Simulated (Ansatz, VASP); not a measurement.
**One calculation of SiW12, two programs**

```
CELL_PARAMETERS angstrom
5.66442 0.00000 0.00000
0.00000 5.66442 0.00000
0.00000 0.00000 21.15007
ATOMIC_POSITIONS crystal
W 0.25000 0.25000 0.18912
W 0.25000 0.75000 0.18912
W 0.75000 0.25000 0.18912
W 0.75000 0.75000 0.18912
W 0.00000 0.00000 0.28489
W 0.00000 0.50000 0.28489
W 0.50000 0.00000 0.28489
W 0.50000 0.50000 0.28489
W 0.25000 0.25000 0.38062
W 0.25000 0.75000 0.38062
W 0.75000 0.25000 0.38062
W 0.75000 0.75000 0.38062
Si 0.33333 0.50000 0.51300
```

Alike in both runs: task single point; functional PBE; dispersion D3(BJ); k mesh 5 × 5 × 1; occupations gaussian, width 0.1 eV; no spin polarisation.

|  | VASP | Ansatz |
| --- | --- | --- |
| version | VASP 6.6.1 | Ansatz 0.2.0 |
| potentials or method | VASP PAW PBE potentials, release 64 (W_sv, Si), cutoff 520 eV | scalar-relativistic, plane waves, PAW |
| valence electrons in the cell | 172 | 172 |

Ansatz gave:

- gap on the k mesh at the Fermi level (eV): none
- rms of the force components (eV/Å): 0.614

**Question.** Estimate VASP's values.

**Answer.** gap on the k mesh at the Fermi level (eV): none; rms of the force components (eV/Å): 0.618.

Atom by atom the forces differ by 0.015 eV/Å (rms over components). A gap of «none» marks a metal or a gap that the smearing closes. Ansatz's warnings: xc potential rough in thin density.

Neither program's run includes spin-orbit coupling.
